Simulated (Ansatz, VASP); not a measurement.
## TiAl3: VASP beside Ansatz

The input INCAR:

```
SYSTEM = TiAl3
PREC = Accurate ; ENCUT = 520
EDIFF = 1E-6 ; ISMEAR = 0
SIGMA = 0.15 ; LREAL = .False.
LASPH = .True. ; NELM = 80
ALGO = Fast ; ISIF = 2
LWAVE = .False. ; LCHARG = .True.
GGA = CA ; LELF = .True.
LVHAR = .True. ; NBANDS = 18
```

File KPOINTS:

```
regular mesh
0
Gamma
  14 14 14
  0 0 0
```

Contents of POSCAR:

```
TiAl3
1.0
   -1.6815132497      1.6815132497      4.2417642881
    1.6815132497     -1.6815132497      4.2417642881
    1.6815132497      1.6815132497     -4.2417642881
Ti Al
1 3
Direct
    0.0000000000      0.0000000000      0.0000000000
    0.5000000000      0.5000000000      0.0000000000
    0.7500000000      0.2500000000      0.5000000000
    0.2500000000      0.7500000000      0.5000000000
```

Input for Ansatz:

```yaml
crystal:
  lattice:
    - [-1.6815132497, 1.6815132497, 4.2417642881]
    - [1.6815132497, -1.6815132497, 4.2417642881]
    - [1.6815132497, 1.6815132497, -4.2417642881]
  atoms:
    - { symbol: Ti, position: [0.0, 0.0, 0.0] }
    - { symbol: Al, position: [0.5, 0.5, 0.0] }
    - { symbol: Al, position: [0.75, 0.25, 0.5] }
    - { symbol: Al, position: [0.25, 0.75, 0.5] }
basis:
  ecutwfc: 520.0
kpoints:
  mp_grid: { grid: [14, 14, 14] }
hamiltonian:
  xc: lda
  pseudopotentials: { kind: paw, azcp: { folder: soft_1 } }
scf:
  occupations: { method: gaussian, width: 0.15 }
output:
  forces: true
  stress: true
  eigenvalues: true
  write_density: true
  write_potential: true
  elf: true
  volumetric_format: npy
```

Change from the starting cell: normal strain along x -0.1100, normal strain along y -0.1100.

Alike in both runs: task single point; functional LDA; k mesh 14 × 14 × 14; occupations gaussian, width 0.15 eV; no spin polarisation.

```csv
,VASP,Ansatz
version,VASP 6.6.1,Ansatz 0.2.0
potentials or method,"VASP PAW LDA potentials, release 64 (Ti_sv, Al), cutoff 520 eV","scalar-relativistic, plane waves, PAW"
valence electrons in the cell,21,21
```

|  | VASP | Ansatz | Ansatz less VASP |
| --- | --- | --- | --- |
| gap on the k mesh at the Fermi level (eV) | none | none | - |
| pressure (GPa) | 45.9 | 45.5 | -0.46 |
| traceless stress, the component that is largest in VASP (GPa) | -29.91 | -29.84 | +0.072 |

Ansatz warns that its potentials were made for another functional, while VASP's fit it. LDA's correlation is that of Perdew and Zunger in VASP and of Perdew and Wang (1992) in Ansatz. A gap of «none» marks a metal or a gap that the smearing closes. Both programs put the cell under a high pressure, so it lies far from rest at this level.
